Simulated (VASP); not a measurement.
# SnSe2 (Cm) in VASP: a series of runs

Runs on SnSe2. Level: PBEsol. Tasks: single point.

Program: VASP 6.6.1. These are calculated values, not measurements. Logs are shortened: lines on timing, memory, paths and dates and some standing lists are left out, and cuts for length are marked.

### Step 1. The cell of the first run

The structure is monoclinic, space group Cm (No. 8). Conventional cell: a = 6.601 Å, b = 3.811 Å, c = 6.137 Å, α = 90.00°, β = 90.00°, γ = 90.00°. Within 3.4 Å of Sn (site symmetry m) lie 6 Se at 2.60 to 2.76 Å. Se (site symmetry m) has 3 Sn at 2.60 to 2.72 Å within 3.4 Å. Se (site symmetry m) has 3 Sn at 2.64 to 2.76 Å within 3.5 Å.

### Step 2. Single point, PBEsol (all Se atoms moved -0.100 Å, as atom 2 along Cartesian [0 1 0])

Contents of INCAR:

```
SYSTEM = SnSe2
  ALGO = Normal
  EDIFF = 1E-6
  ENCUT = 520
  GGA = PS
  ISIF = 2
  ISMEAR = 0
  LASPH = .TRUE.
  LCHARG = .FALSE.
  LREAL = .FALSE.
  LWAVE = .FALSE.
  NBANDS = 20
  NELM = 80
  PREC = Accurate
  SIGMA = 0.05
```

Contents of KPOINTS:

```
k-points
0
G
  9 9 6
  0 0 0
```

Contents of POSCAR:

```
SnSe2
1.0
    3.8109987816      0.0000000000      0.0000000000
   -1.9054993908      3.3004217586      0.0000000000
    0.0000000000      0.0000000000      6.1370000000
Sn Se
1 2
Direct
    0.0000000000      0.0000000000      0.0000000000
    0.3181837544      0.6363675088      0.2500000000
    0.6515170877      0.3030341754      0.7500000000
```

Potentials or basis: VASP PAW PBE potentials, release 64 (Sn_d, Se).

On the command line:

```console
> cat potpaw_PBE.64/Sn_d/POTCAR potpaw_PBE.64/Se/POTCAR > POTCAR
> mpirun -np 1 vasp_std > vasp.out
```

OUTCAR:

```text
SYSTEM = SnSe2
   EDIFF = 1E-6
   ENCUT = 520
   GGA = PS
   ISIF = 2
   ISMEAR = 0
   LASPH = .TRUE.
   LREAL = .FALSE.
   NELM = 80
   PREC = Accurate

 ion  position               nearest neighbor table
   1  0.000  0.000  0.000-   2 2.60   3 2.64   3 2.64   2 2.72   2 2.72   3 2.76
   2  0.318  0.636  0.250-   1 2.60   1 2.72   1 2.72
   3  0.652  0.303  0.750-   1 2.64   1 2.64   1 2.76

  LATTYP: Found a hexagonal cell.
 ALAT       =     3.8109987816
 C/A-ratio  =     1.6103390087

  Lattice vectors:

 A1 = (   3.8109987816,   0.0000000000,   0.0000000000)
 A2 = (  -1.9054993908,   3.3004217586,   0.0000000000)
 A3 = (   0.0000000000,   0.0000000000,   6.1370000000)

Analysis of symmetry for initial positions (statically):
=====================================================================
 Subroutine PRICEL returns:
 Original cell was already a primitive cell.

 Routine SETGRP: Setting up the symmetry group for a
 hexagonal supercell.

 Subroutine GETGRP returns: Found  2 space group operations
 (whereof  2 operations were pure point group operations)
 out of a pool of 24 trial point group operations.

The static configuration has the point symmetry C_1h.

Analysis of symmetry for dynamics (positions and initial velocities):
=====================================================================
 Subroutine PRICEL returns:
 Original cell was already a primitive cell.

 Routine SETGRP: Setting up the symmetry group for a
 hexagonal supercell.

 Subroutine GETGRP returns: Found  2 space group operations
 (whereof  2 operations were pure point group operations)
 out of a pool of 24 trial point group operations.

The dynamic configuration has the point symmetry C_1h.

 Subroutine INISYM returns: Found  2 space group operations
 (whereof  2 operations are pure point group operations),
 and found     1 'primitive' translations

----------------------------------------------------------------------------------------

                                     Primitive cell

  volume of cell :      77.1906

  direct lattice vectors                    reciprocal lattice vectors
     3.810998782  0.000000000  0.000000000     0.262398405  0.151495789  0.000000000
    -1.905499391  3.300421759  0.000000000     0.000000000  0.302991579  0.000000000
     0.000000000  0.000000000  6.137000000     0.000000000  0.000000000  0.162946065

  length of vectors
     3.810998782  3.810998782  6.137000000     0.302991579  0.302991579  0.162946065

  position of ions in fractional coordinates (direct lattice)
     0.000000000  0.000000000  0.000000000
     0.318183754  0.636367509  0.250000000
     0.651517088  0.303034175  0.750000000

  ion indices of the primitive-cell ions
   primitive index   ion index
                 1           1
                 2           2
                 3           3

----------------------------------------------------------------------------------------

 KPOINTS: k-points

Automatic generation of k-mesh.
 Grid dimensions read from file:
 generate k-points for:    9    9    6

 Generating k-lattice:

  Cartesian coordinates                     Fractional coordinates (reciprocal lattice)
     0.029155378  0.016832865  0.000000000     0.111111111 -0.000000000  0.000000000
     0.000000000  0.033665731  0.000000000     0.000000000  0.111111111  0.000000000
     0.000000000  0.000000000  0.027157677     0.000000000  0.000000000  0.166666667

  Length of vectors
     0.033665731  0.033665731  0.027157677

  Shift w.r.t. Gamma in fractional coordinates (k-lattice)
     0.000000000  0.000000000  0.000000000

 Subroutine IBZKPT returns following result:
 ===========================================

 Found    140 irreducible k-points:

 Following reciprocal coordinates:
            Coordinates               Weight
  0.000000  0.000000  0.000000      1.000000
  0.111111  0.000000  0.000000      4.000000
  0.000000  0.111111  0.000000      2.000000
  0.222222  0.000000  0.000000      4.000000
  0.000000  0.222222  0.000000      2.000000
  0.333333 -0.000000  0.000000      4.000000
[... 16 lines left out ...]
 -0.222222 -0.444444  0.000000      4.000000
  0.444444  0.333333  0.000000      4.000000
 [... further k-points ...]
   k-points           NKPTS =    140   k-points in BZ     NKDIM =    140   number of bands    NBANDS=     20
   number of dos      NEDOS =    301   number of ions     NIONS =      3
   total plane-waves  NPLWV =  37632
   dimension x,y,z NGX =    28 NGY =   28 NGZ =   48
   dimension x,y,z NGXF=    56 NGYF=   56 NGZF=   96
   ions per type =               1   2
   NGX,Y,Z   is equivalent  to a cutoff of  12.21, 12.21, 13.00 a.u.
   NGXF,Y,Z  is equivalent  to a cutoff of  24.43, 24.43, 26.01 a.u.
 SYSTEM =  SnSe2
   PREC   = accura    normal or accurate (medium, high low for compatibility)
   ISTART =      0    job   : 0-new  1-cont  2-samecut
   ICHARG =      2    charge: 1-file 2-atom 10-const
   ISPIN  =      1    spin polarized calculation?
   LNONCOLLINEAR =      F non collinear calculations
   LSORBIT =      F    spin-orbit coupling
   LASPH  =      T    aspherical Exc in radial PAW
   ENCUT  =  520.0 eV  38.22 Ry    6.18 a.u.   7.09  7.09 11.41*2*pi/ulx,y,z
   NELM   =     80;   NELMIN=  2; NELMDL= -5     # of ELM steps
   EDIFF  = 0.1E-05   stopping-criterion for ELM
   LREAL  =      F    real-space projection
   EDIFFG = 0.1E-04   stopping-criterion for IOM
   NSW    =      0    number of steps for IOM
   IBRION =     -1    ionic relax: 0-MD 1-quasi-New 2-CG
   NFREE  =      0    steps in history (QN), initial steepest desc. (CG)
   ISIF   =      2    stress and relaxation
   ISYM   =      2    0-nonsym 1-usesym 2-fastsym
   POTIM  = 0.5000    time-step for ionic-motion
   TEBEG  =    0.0;   TEEND  =   0.0 temperature during run
   PSTRESS=    0.0 pullay stress
   NELECT =      26.0000    total number of electrons
   NUPDOWN=      -1.0000    fix difference up-down
   EMIN   =  10.00;   EMAX   =-10.00  energy-range for DOS
   EFERMI =   0.00;   METHOD = LEGACY
   ISMEAR =     0;   SIGMA  =   0.05  broadening in eV -4-tet -1-fermi 0-gaus
   EFERMI_NEDOS =   21; number of points for ismear=-14 and -15
   IALGO  =     38    algorithm
   IMIX   =      4    mixing-type and parameters
     AMIX     =   0.40;   BMIX     =  1.00
     AMIX_MAG =   1.60;   BMIX_MAG =  1.00
  volume/ion in A,a.u.               =      25.73       173.64
  Fermi-wavevector in a.u.,A,eV,Ry     =   1.139054  2.152501 17.652812  1.297445
  Thomas-Fermi vector in A             =   2.275758
   LORBIT       =      0    0 simple, 1 ext, 2 COOP (PROOUT), +10 PAW based schemes
   GGA     = PS    functional components
   LHFCALC =     F    Hartree Fock is set to
   AEXX    =    0.0000 exact exchange contribution
   IVDW    =     0    specifies the selected vdW correction
   LEPSILON=     F    determine dielectric tensor
   LRPA    =     F    only Hartree local field effects (RPA)
 non-spin polarized calculation
 Gauss-broadening in eV      SIGMA  =   0.05
  energy-cutoff  :      520.00
  volume of cell :       77.19
 maximum number of plane-waves:      2109
   NGX = 15   NGY = 15   NGZ = 23

 number of electron      26.0000005 magnetization

 Free energy of the ion-electron system (eV)
  ---------------------------------------------------
  ext. energy  EPLUGINS =         0.00000000
  ---------------------------------------------------
  free energy    TOTEN  =       -12.91985830 eV

  energy without entropy =      -12.91985830  energy(sigma->0) =      -12.91985830

 E-fermi :   4.3721     XC(G=0):  -9.6419

 val. band max:        4.0758602909   @ k =  -0.2222   0.1111   0.0000
 cond. band min:       4.6907365117   @ k =  -0.4444   0.0000   0.3333
 fundamental gap:      0.6148762208
 Fermi energy:         4.3720742497

 k-point     1 :       0.0000    0.0000    0.0000
  band No.  band energies     occupation
      1     -17.1177      2.00000
      2     -17.1139      2.00000
      3     -17.0741      2.00000
      4     -17.0603      2.00000
      5     -17.0586      2.00000
      6      -9.9671      2.00000
[... 12 lines left out ...]
     19      12.9357      0.00000
     20      12.9574      0.00000

 k-point     2 :       0.1111    0.0000    0.0000
  band No.  band energies     occupation
      1     -17.1221      2.00000
      2     -17.1117      2.00000
      3     -17.0706      2.00000
      4     -17.0618      2.00000
      5     -17.0586      2.00000
      6      -9.8427      2.00000
[... 12 lines left out ...]
     19      12.4176      0.00000
     20      13.0996      0.00000

 k-point     3 :       0.0000    0.1111    0.0000
  band No.  band energies     occupation
      1     -17.1241      2.00000
      2     -17.1096      2.00000
      3     -17.0705      2.00000
      4     -17.0630      2.00000
      5     -17.0576      2.00000
      6      -9.8430      2.00000
[... 12 lines left out ...]
     19      12.4329      0.00000
     20      13.0955      0.00000

 k-point     4 :       0.2222    0.0000    0.0000
  band No.  band energies     occupation
      1     -17.1395      2.00000
      2     -17.1036      2.00000
      3     -17.0711      2.00000
      4     -17.0575      2.00000
      5     -17.0538      2.00000
      6      -9.4835      2.00000
[... 12 lines left out ...]
     19      12.0633      0.00000
     20      13.4547      0.00000

 k-point     5 :       0.0000    0.2222    0.0000
  band No.  band energies     occupation
      1     -17.1418      2.00000
      2     -17.1009      2.00000
      3     -17.0714      2.00000
      4     -17.0583      2.00000
      5     -17.0529      2.00000
      6      -9.4851      2.00000
[... 12 lines left out ...]
     19      12.0599      0.00000
     20      13.4460      0.00000
[... 353 lines left out ...]
      6      -8.6544      2.00000
[... 12 lines left out ...]
     19      11.1144      0.00000
     20      13.9602      0.00000

 k-point    22 :       0.3333    0.2222    0.0000
  band No.  band energies     occupation
      1     -17.1560      2.00000
      2     -17.1177      2.00000
      3     -17.0683      2.00000
      4     -17.0480      2.00000
      5     -17.0369      2.00000
      6      -8.1634      2.00000
[... 12 lines left out ...]
     19      12.3025      0.00000
     20      13.6383      0.00000

 k-point    23 :      -0.2222   -0.4444    0.0000
  band No.  band energies     occupation
      1     -17.1579      2.00000
      2     -17.1157      2.00000
      3     -17.0685      2.00000
      4     -17.0478      2.00000
      5     -17.0370      2.00000
      6      -8.1700      2.00000
[... 12 lines left out ...]
     19      12.2970      0.00000
     20      13.6459      0.00000

 k-point    24 :       0.4444    0.3333    0.0000
  band No.  band energies     occupation
      1     -17.1549      2.00000
      2     -17.1190      2.00000
      3     -17.0680      2.00000
      4     -17.0489      2.00000
      5     -17.0363      2.00000
      6      -8.1597      2.00000
[... 12 lines left out ...]
     19      12.2986      0.00000
     20      13.6411      0.00000

 [... further k-points ...]

------------------------ aborting loop because EDIFF is reached ----------------------------------------

  FORCE on cell =-STRESS in cart. coord.  units (eV):
  Direction    XX          YY          ZZ          XY          YZ          ZX
  --------------------------------------------------------------------------------------
  -------------------------------------------------------------------------------------
  Total        0.9174612      1.0324178      1.8455468      0.0000000      0.1546956      0.0000000
  in kB       19.0429359     21.4289889     38.3063939      0.0000000      3.2108806      0.0000000
  external PRESSURE =      26.2594396 kB  Pullay stress =       0.0000000 kB

 VOLUME and BASIS-vectors are now :
 -----------------------------------------------------------------------------
  energy-cutoff  :      520.00
  volume of cell :       77.19
      direct lattice vectors                 reciprocal lattice vectors
     3.810998782  0.000000000  0.000000000     0.262398405  0.151495789  0.000000000
    -1.905499391  3.300421759  0.000000000     0.000000000  0.302991579  0.000000000
     0.000000000  0.000000000  6.137000000     0.000000000  0.000000000  0.162946065

 POSITION                                       TOTAL-FORCE (eV/Angst)
 -----------------------------------------------------------------------------------
      0.00000      0.00000      0.00000         0.000000     -0.640440     -0.009630
      0.00000      2.10028      1.53425         0.000000      0.369537      0.615172
      1.90550      1.00014      4.60275         0.000000      0.270903     -0.605543
 -----------------------------------------------------------------------------------
    total drift:                                0.000000     -0.000036     -0.000006

  FREE ENERGIE OF THE ION-ELECTRON SYSTEM (eV)
  ---------------------------------------------------
  free  energy   TOTEN  =       -12.9198582994 eV

  energy  without entropy=      -12.9198582994  energy(sigma->0) =      -12.91985830
```

Wall time 5 min (1 thread of AMD EPYC 7R13, shared host); peak memory 0.31 GiB.

Results:

```
Free energy            : -12.9199 eV
Pressure               : 2.6 GPa
Largest force          : 0.718 eV/Å
Band gap on the k mesh : 0.61 eV (least direct gap 0.98 eV)
```

Forces on the atoms (eV/Å):
```
Sn   0.000 -0.640 -0.010
Se   0.000  0.370  0.615
Se   0.000  0.271 -0.606
```

Caveat: the cell differs from its parent crystal (all Se atoms moved -0.100 Å, as atom 2 along Cartesian [0 1 0]); semilocal functionals underestimate gaps, and a narrow one can read as zero; the PAW data sets were made with another functional, which shifts forces and pressure a little; spin-orbit coupling is left out, which moves the levels of the heavy elements; this functional lacks dispersion, which binds layers or chains, so the pressure and a relaxed spacing across them are unreliable.

(Part 1 of 2 ends here.)
